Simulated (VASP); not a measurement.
# NiO (R-3m) in VASP: electric field gradients with PBE

Aim: the electric field gradients of NiO with PBE.

Program: VASP 6.6.1. These are calculated values, not measurements. Logs are shortened: lines on timing, memory, paths and dates and some standing lists are left out, and cuts for length are marked.

**1. The cell of the first run**

Symmetry: R-3m, No. 166, trigonal system. Conventional cell: a = 2.970 Å, b = 2.970 Å, c = 7.234 Å, α = 90.00°, β = 90.00°, γ = 120.00°. Within 2.8 Å of Ni (site symmetry -3m) lie 6 O at 2.10 Å. O (site symmetry -3m) has 6 Ni at 2.10 Å within 2.8 Å.

**2. Electric field gradients, PBE, collinear spin, antiferromagnetic start**

The input, INCAR:

```
PREC = Accurate
ENCUT = 520
EDIFF = 1E-8
ISMEAR = 0
SIGMA = 0.05
LREAL = False
LASPH = True
NELM = 150
ALGO = Normal
ISIF = 2
LWAVE = False
LCHARG = False
ISPIN = 2
MAGMOM = 1.51 -1.51 0 0
LORBIT = 11
LMAXMIX = 4
GGA = PE
LEFG = True
NBANDS = 28
```

The input, KPOINTS:

```
regular mesh
0
Gamma
  14 14 14
```

The input, POSCAR:

```
NiO
1.0
    0.0000000000      2.1000444627      2.1000444627
    2.1000444627      0.0000000000      2.1000444627
    4.1844595844      2.0844151217     -2.0844151217
Ni O
2 2
Direct
    0.0000000000      0.0000000000      0.0000000000
    0.5000000000      0.0000000000      0.5000000000
    0.7500000025      0.4999999949      0.2500000076
    1.2499999975      0.5000000051      0.7499999924
```

Potentials or basis: VASP PAW PBE potentials, release 64 (Ni, O).

On the command line:

```sh
$ cat potpaw_PBE.64/Ni/POTCAR potpaw_PBE.64/O/POTCAR > POTCAR
$ mpirun -np 1 vasp_std > vasp.out
```

OUTCAR:

```text
PREC = Accurate
   ENCUT = 520
   EDIFF = 1E-8
   ISMEAR = 0
   LREAL = False
   LASPH = True
   NELM = 150
   ISIF = 2
   ISPIN = 2
   LORBIT = 11
   GGA = PE

 ion  position               nearest neighbor table
   1  0.000  0.000  0.000-   3 2.10   3 2.10   4 2.10   4 2.10   3 2.10   4 2.10   2 2.96   2 2.96
                             2 2.96   2 2.96   2 2.96   2 2.96
   2  0.500  0.000  0.500-   3 2.10   4 2.10   4 2.10   3 2.10   4 2.10   3 2.10   1 2.96   1 2.96
                             1 2.96   1 2.96   1 2.96   1 2.96
   3  0.750  0.500  0.250-   2 2.10   2 2.10   2 2.10   1 2.10   1 2.10   1 2.10
   4  0.250  0.500  0.750-   2 2.10   2 2.10   2 2.10   1 2.10   1 2.10   1 2.10

  LATTYP: Found a trigonal (rhomboedric) cell.
 ALAT       =     5.1185227178
 COS(alpha) =     0.8316676024

  Lattice vectors:

 A1 = (   4.1844595844,   2.0844151217,  -2.0844151217)
 A2 = (   2.0844151217,   2.0844151217,  -4.1844595844)
 A3 = (   2.0844151217,   4.1844595844,  -2.0844151217)

Analysis of symmetry for initial positions (statically):
=====================================================================
 Subroutine PRICEL returns following result:

  LATTYP: Found a trigonal (rhomboedric) cell.
 ALAT       =     2.9588700674
 COS(alpha) =     0.4962614465
[... 12 lines left out ...]
 Subroutine GETGRP returns: Found 12 space group operations
 (whereof 12 operations were pure point group operations)
 out of a pool of 12 trial point group operations.

The static configuration has the point symmetry D_3d.

Analysis of symmetry for dynamics (positions and initial velocities):
=====================================================================
 Subroutine PRICEL returns following result:

  LATTYP: Found a trigonal (rhomboedric) cell.
 ALAT       =     2.9588700674
 COS(alpha) =     0.4962614465
[... 12 lines left out ...]
 Subroutine GETGRP returns: Found 12 space group operations
 (whereof 12 operations were pure point group operations)
 out of a pool of 12 trial point group operations.

The dynamic configuration has the point symmetry D_3d.

Analysis of structural, dynamic, and magnetic symmetry:
=====================================================================
 Subroutine PRICEL returns following result:

  LATTYP: Found a trigonal (rhomboedric) cell.
 ALAT       =     2.9588700674
 COS(alpha) =     0.4962614465
[... 12 lines left out ...]
 Subroutine GETGRP returns: Found 12 space group operations
 (whereof 12 operations were pure point group operations)
 out of a pool of 12 trial point group operations.

The overall configuration has the point symmetry D_3d.

 Subroutine INISYM returns: Found 12 space group operations
 (whereof 12 operations are pure point group operations),
 and found     2 'primitive' translations

----------------------------------------------------------------------------------------

                                     Primitive cell

  volume of cell :      18.4198

  direct lattice vectors                    reciprocal lattice vectors
    -2.092229792  0.007814671  2.092229792    -0.238535673  0.237644721  0.238535673
    -2.092229792 -2.092229792 -0.007814671    -0.238535673 -0.238535673 -0.237644721
     0.007814671 -2.092229792  2.092229792     0.237644721 -0.238535673  0.238535673

  length of vectors
     2.958870067  2.958870067  2.958870067     0.412642155  0.412642155  0.412642155

  position of ions in fractional coordinates (direct lattice)
     0.000000000  0.000000000  0.000000000
     0.499999995  0.499999995  0.499999995

  ion indices of the primitive-cell ions
   primitive index   ion index
                 1           1
                 2           3

----------------------------------------------------------------------------------------

 KPOINTS: regular mesh
[... 82 lines left out ...]
   EFERMI =   0.00;   METHOD = LEGACY
   ISMEAR =     0;   SIGMA  =   0.05  broadening in eV -4-tet -1-fermi 0-gaus
   EFERMI_NEDOS =   21; number of points for ismear=-14 and -15
   IALGO  =     38    algorithm
   IMIX   =      4    mixing-type and parameters
     AMIX     =   0.40;   BMIX     =  1.00
     AMIX_MAG =   1.60;   BMIX_MAG =  1.00
  volume/ion in A,a.u.               =       9.21        62.15
  Fermi-wavevector in a.u.,A,eV,Ry     =   1.562020  2.951790 33.196952  2.439907
  Thomas-Fermi vector in A             =   2.665000
   LORBIT       =     11    0 simple, 1 ext, 2 COOP (PROOUT), +10 PAW based schemes
   GGA     = PE    functional components
   LHFCALC =     F    Hartree Fock is set to
   AEXX    =    0.0000 exact exchange contribution
   IVDW    =     0    specifies the selected vdW correction
   LEPSILON=     F    determine dielectric tensor
   LRPA    =     F    only Hartree local field effects (RPA)
 spin polarized calculation
 Gauss-broadening in eV      SIGMA  =   0.05
  energy-cutoff  :      520.00
  volume of cell :       36.84
 maximum number of plane-waves:      1021
 NGX is ok and might be reduce to    24
   NGX = 11   NGY = 11   NGZ = 19

 number of electron      32.0000000 magnetization       0.0000000

 number of electron      32.0000010 magnetization      -0.0000000

 Free energy of the ion-electron system (eV)
  ---------------------------------------------------
  ext. energy  EPLUGINS =         0.00000000
  ---------------------------------------------------
  free energy    TOTEN  =       -23.48733832 eV

  energy without entropy =      -23.48733832  energy(sigma->0) =      -23.48733832

 E-fermi :   7.4961     XC(G=0): -12.6131

 val. band max:        7.1896289464   @ k =   0.0000  -0.2143   0.0714
 cond. band min:       8.1054800058   @ k =   0.2143   0.0000   0.2857
 fundamental gap:      0.9158510594
 Fermi energy:         7.4960910256

 spin component 1

 k-point     1 :       0.0000    0.0000    0.0000
  band No.  band energies     occupation
      1     -12.3697      1.00000
      2     -10.9944      1.00000
      3      -0.2058      1.00000
      4       2.3121      1.00000
      5       2.3121      1.00000
      6       4.9497      1.00000
[... 733 lines left out ...]
     27      27.9147      0.00000
     28      29.1463      0.00000

 [... further k-points ...]

 spin component 2

 k-point     1 :       0.0000    0.0000    0.0000
  band No.  band energies     occupation
      1     -12.3697      1.00000
      2     -10.9944      1.00000
      3      -0.2058      1.00000
      4       2.3121      1.00000
      5       2.3121      1.00000
      6       4.9497      1.00000
[... 733 lines left out ...]
     27      27.9147      0.00000
     28      29.1463      0.00000

 [... further k-points ...]

------------------------ aborting loop because EDIFF is reached ----------------------------------------

  FORCE on cell =-STRESS in cart. coord.  units (eV):
  Direction    XX          YY          ZZ          XY          YZ          ZX
  --------------------------------------------------------------------------------------
  -------------------------------------------------------------------------------------
  Total       -0.0304810     -0.0304810     -0.0304810     -0.0061411      0.0061411      0.0061411
  in kB       -1.3256407     -1.3256407     -1.3256407     -0.2670809      0.2670809      0.2670809
  external PRESSURE =      -1.3256407 kB  Pullay stress =       0.0000000 kB

 VOLUME and BASIS-vectors are now :
 -----------------------------------------------------------------------------
  energy-cutoff  :      520.00
  volume of cell :       36.84
      direct lattice vectors                 reciprocal lattice vectors
     0.000000000  2.100044463  2.100044463    -0.118822360  0.357358034  0.118822360
     2.100044463  0.000000000  2.100044463     0.237644721 -0.238535673  0.238535673
     4.184459584  2.084415122 -2.084415122     0.119713313  0.119713313 -0.119713313

 POSITION                                       TOTAL-FORCE (eV/Angst)
 -----------------------------------------------------------------------------------
      0.00000      0.00000      0.00000        -0.000000      0.000000      0.000000
      2.09223      2.09223      0.00781        -0.000000      0.000000     -0.000000
      2.09614      2.09614      2.10395        -0.000000     -0.000000     -0.000000
      4.18837      2.08832      0.01172         0.000000      0.000000      0.000000
 -----------------------------------------------------------------------------------
    total drift:                                0.000000     -0.000000      0.000000

  FREE ENERGIE OF THE ION-ELECTRON SYSTEM (eV)
  ---------------------------------------------------
  free  energy   TOTEN  =       -23.4873383176 eV

  energy  without entropy=      -23.4873383176  energy(sigma->0) =      -23.48733832

 Electric field gradients (V/A^2)
---------------------------------------------------------------------
 ion       V_xx      V_yy      V_zz      V_xy      V_xz      V_yz
---------------------------------------------------------------------
   1       0.000     0.001    -0.001     0.479    -0.481    -0.482
   2       0.000     0.001    -0.001     0.479    -0.481    -0.482
   3      -0.001     0.002    -0.001    -2.031     2.029     2.028
   4      -0.001     0.002    -0.001    -2.031     2.029     2.028
---------------------------------------------------------------------

 Electric field gradients after diagonalization (V/A^2)
 (convention: |V_zz| > |V_xx| > |V_yy|)
----------------------------------------------------------------------
 ion       V_xx      V_yy      V_zz     asymmetry (V_yy - V_xx)/ V_zz
----------------------------------------------------------------------
   1      -0.483    -0.478     0.961       0.004
   2      -0.483    -0.478     0.961       0.004
   3       2.032     2.027    -4.059       0.001
   4       2.032     2.027    -4.059       0.001
----------------------------------------------------------------------

           NMR quadrupolar parameters

 Cq : quadrupolar parameter    Cq=e*Q*V_zz/h
 eta: asymmetry parameters     (V_yy - V_xx)/ V_zz
 Q  : nuclear electric quadrupole moment in mb (millibarn)
----------------------------------------------------------------------
 ion       Cq(MHz)       eta       Q (mb)
----------------------------------------------------------------------
   1       0.002       0.004       1.000
   2       0.002       0.004       1.000
   3      -0.010       0.001       1.000
   4      -0.010       0.001       1.000
----------------------------------------------------------------------

 total charge

# of ion       s       p       d       tot
------------------------------------------
    1        0.326   0.393   8.257   8.976
    2        0.326   0.393   8.257   8.976
    3        1.562   3.404   0.000   4.966
    4        1.562   3.404   0.000   4.966
--------------------------------------------------
tot          3.776   7.596  16.514  27.885

 magnetization (x)

# of ion       s       p       d       tot
------------------------------------------
    1       -0.009  -0.013   1.372   1.350
    2        0.009   0.013  -1.372  -1.350
    3        0.000   0.000   0.000   0.000
    4        0.000   0.000   0.000   0.000
--------------------------------------------------
tot          0.000   0.000   0.000   0.000
```

It took 19 min on 1 thread of Oxide Virtual Turin-like, shared host; peak memory 0.47 GiB.

Results:

```yaml
Free_energy: -23.4873 eV
Pressure: -0.1 GPa
Band_gap_on_the_k_mesh: 0.92 eV
Net_moment: 0.00 μB per cell
Site_moments: Ni +1.35, -1.35; O +0.00 μB
Largest_electric_field_gradient_by_atom: Ni +1.0; O -4.1 V/Å²
Valence_electrons_inside_the_program's_atomic_spheres: Ni 8.98; O 4.97
```

Electric field gradients, principal values (V/Å²):
```csv
atom,least,middle,greatest (by size)
1 Ni,-0.478,-0.483,0.961
2 Ni,-0.478,-0.483,0.961
3 O,2.027,2.032,-4.059
4 O,2.027,2.032,-4.059
```

Caveat: without QUAD_EFG the Cq values of the log hold for a quadrupole moment of 1 mb, not for the nuclei. Expect the measured gap to be larger: semilocal functionals such as PBE lack the derivative discontinuity.
